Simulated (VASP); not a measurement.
Set up this calculation in VASP 6.6.1, as the native input.

* Task: single point
* Functional: LDA
* Potentials or basis: VASP PAW LDA potentials, release 64 (Ag)
* Cutoff: 520 eV
* k mesh: 16 × 16 × 16
* Occupations: fermi-dirac, width 0.1 eV
* Spin: no spin polarisation
* Dipole correction: no
* Further INCAR settings: ALGO = Normal; EDIFF = 1e-07; NBANDS = 12

The structure of Ag lies in POSCAR:

```
Ag
1.0
    2.4154801751      0.0000000000      0.0000000000
    0.0000000000      2.4154801751      0.0000000000
    0.0000000000      0.0000000000      2.4154801751
Ag
1
Direct
    0.0000000000      0.0000000000      0.0000000000
```

This cell differs from its parent crystal: volume scaled by 0.76.

These files were run (other wordings do the same):

INCAR

```
PREC     = Accurate       # precision mode
ENCUT    = 520            # plane-wave cutoff, eV
EDIFF    = 1E-7           # SCF threshold, eV
ISMEAR   = -1             # smearing method
SIGMA    = 0.1            # smearing width, eV
LREAL    = False          # projectors in reciprocal space
LASPH    = True           # aspherical terms in the spheres
NELM     = 80             # most SCF steps
ALGO     = Normal         # electronic algorithm
ISIF     = 2              # what is computed and relaxed
LWAVE    = False          # write WAVECAR
LCHARG   = False          # write CHGCAR
GGA      = CA             # functional
NBANDS   = 12             # bands
```

KPOINTS

```
Automatic mesh
0
Gamma
  16 16 16
```

Potentials or basis: VASP PAW LDA potentials, release 64 (Ag).

The run is started by

```bash
$ cat potpaw_LDA.64/Ag/POTCAR > POTCAR
$ mpirun -np 1 vasp_std > vasp.out
```

Results of the run:

```
Pressure : 60.8 GPa
```

It took 18 s on 1 thread of AMD EPYC 7R43 64-Core Processor (Zen 3), with other jobs on the host, peak memory 0.1 GiB.
